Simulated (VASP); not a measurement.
Crystal: MnS.

```
Mn S
1.0
     0.00000    2.47346    2.47346
     2.47346    0.00000    2.47346
     2.47346    2.47346    0.00000
Mn S
1 1
Direct
  0.00000 0.00000 0.00000
  0.75000 0.75000 0.75000
```

Base run:

| Property | Result |
| --- | --- |
| Program | VASP 6.6.1 |
| Functional | PBE |
| Potentials or basis | VASP PAW PBE potentials, release 64 (Mn_pv, S) |
| Cutoff | 520 eV |
| k mesh | 8 × 8 × 8 |
| Occupations | fermi-dirac, width 0.05 eV |
| Spin | collinear spin, ferromagnetic start |
| Starting moments | [5.0, 0.0] μB |
| Fixed moment | 5 μB |

Its results: pressure 58.6 GPa; site moments Mn +4.17; S +0.20 μB.

Q: The run is repeated on the same cell with these changes: functional from PBE to PBEsol; further incar settings from ALGO = Normal; EDIFF = 1e-07; NBANDS = 20 to ALGO = Normal; EDIFF = 1e-06; NBANDS = 20. What comes out?

A: Pressure 53.1 GPa; site moments Mn +4.16; S +0.20 μB.

Caveats: the cell stands under pressure; the total moment is fixed, so each spin has its own Fermi level; a cell with one magnetic atom can't hold antiferromagnetic order, which such compounds often take; the PAW data sets were made with another functional, which shifts forces and pressure a little (at least some runs).
